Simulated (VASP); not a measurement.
Input of a VASP 6.6.1 run:

INCAR

```
PREC     = Accurate       # precision mode
ENCUT    = 500            # plane-wave cutoff, eV
EDIFF    = 1E-6           # SCF threshold, eV
ISMEAR   = 0              # smearing method
SIGMA    = 0.1            # smearing width, eV
LREAL    = False          # projectors in reciprocal space
LASPH    = True           # aspherical terms in the spheres
NELM     = 120            # most SCF steps
ALGO     = Normal         # electronic algorithm
ISIF     = 2              # what is computed and relaxed
LWAVE    = False          # write WAVECAR
LCHARG   = True           # write CHGCAR
GGA      = PE             # functional
IVDW     = 12             # dispersion correction
LELF     = True           # ELF
LVHAR    = True         
NBANDS   = 16             # bands
GGA_COMPAT= False
```

Contents of KPOINTS:

```
regular mesh
0
Gamma
  15 15 14
```

The input POSCAR:

```
TiB2
1.0
    3.0038122307      0.0000000029      0.0000000000
   -1.5019061178      2.6013776986      0.0000000000
    0.0000000000      0.0000000000      3.1807703505
Ti B
1 2
Direct
    0.0000000000      0.0000000000      0.0000000000
    0.3333333333      0.6666666667      0.5000000000
    0.6666666667      0.3333333333      0.5000000000
```

Potentials or basis: VASP PAW PBE potentials, release 64 (Ti_sv, B).

Run with:

```console
$ cat potpaw_PBE.64/Ti_sv/POTCAR potpaw_PBE.64/B/POTCAR > POTCAR
$ mpirun -np 1 vasp_std > vasp.out
```

(1) What does it give for the band gap on the k mesh?

(2) Predict the dispersion energy per atom.

(3) What does it give for the pressure?

Answers

(1) zero (band 9 reaches 10.75 eV, above the bottom of band 10 at 10.13 eV).

(2) -0.433 eV.

(3) 0.3 GPa.

Caveat: pairwise dispersion overbinds metals, which lowers pressure and volume.
